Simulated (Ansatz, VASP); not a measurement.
In in VASP and in Ansatz

INCAR

```
PREC     = Accurate       # precision mode
ENCUT    = 520            # plane-wave cutoff, eV
EDIFF    = 1E-6           # SCF threshold, eV
ISMEAR   = 0              # smearing method
SIGMA    = 0.15           # smearing width, eV
LREAL    = False          # projectors in reciprocal space
LASPH    = True           # aspherical terms in the spheres
NELM     = 80             # most SCF steps
ALGO     = Fast           # electronic algorithm
ISIF     = 2              # what is computed and relaxed
LWAVE    = False          # write WAVECAR
LCHARG   = False          # write CHGCAR
GGA      = PE             # functional
NBANDS   = 12             # bands
```

The input KPOINTS:

```
Automatic mesh
0
Gamma
  20 20 20
```

POSCAR

```
In
1.0
   -1.6749345000      1.6749345000      2.5110592500
    1.6749345000     -1.6749345000      2.5110592500
    1.6749345000      1.6749345000     -2.5110592500
In
1
Direct
    0.0000000000      0.0000000000      0.0000000000
```

Input for Ansatz:

```yaml
crystal:
  lattice:
    - [-1.6749345, 1.6749345, 2.51105925]
    - [1.6749345, -1.6749345, 2.51105925]
    - [1.6749345, 1.6749345, -2.51105925]
  atoms:
    - { symbol: In, position: [0.0, 0.0, 0.0] }
basis:
  ecutwfc: 420
kpoints:
  mp_grid: { grid: [20, 20, 20] }
hamiltonian:
  xc: pbe
scf:
  occupations: { method: gaussian, width: 0.15 }
output:
  forces: true
  stress: true
  eigenvalues: true
```

Change from the starting cell: strain +0.030 along x and y, +0.015 along z, atoms carried along.

Alike in both runs: task single point; functional PBE; k mesh 20 × 20 × 20; occupations gaussian, width 0.15 eV; no spin polarisation.

|  | VASP | Ansatz |
| --- | --- | --- |
| version | VASP 6.6.1 | Ansatz 0.2.0 |
| potentials or method | VASP PAW PBE potentials, release 64 (In_d), cutoff 520 eV | scalar-relativistic, plane waves, PAW |
| valence electrons in the cell | 13 | 13 |

```tsv
	VASP	Ansatz	Ansatz less VASP
gap on the k mesh at the Fermi level (eV)	none	none	-
pressure (GPa)	-0.8	-0.8	+0.03
traceless stress, the component that is largest in VASP (GPa)	-0.07	-0.06	+0.004
```

A gap of «none» marks a metal or a gap that the smearing closes.
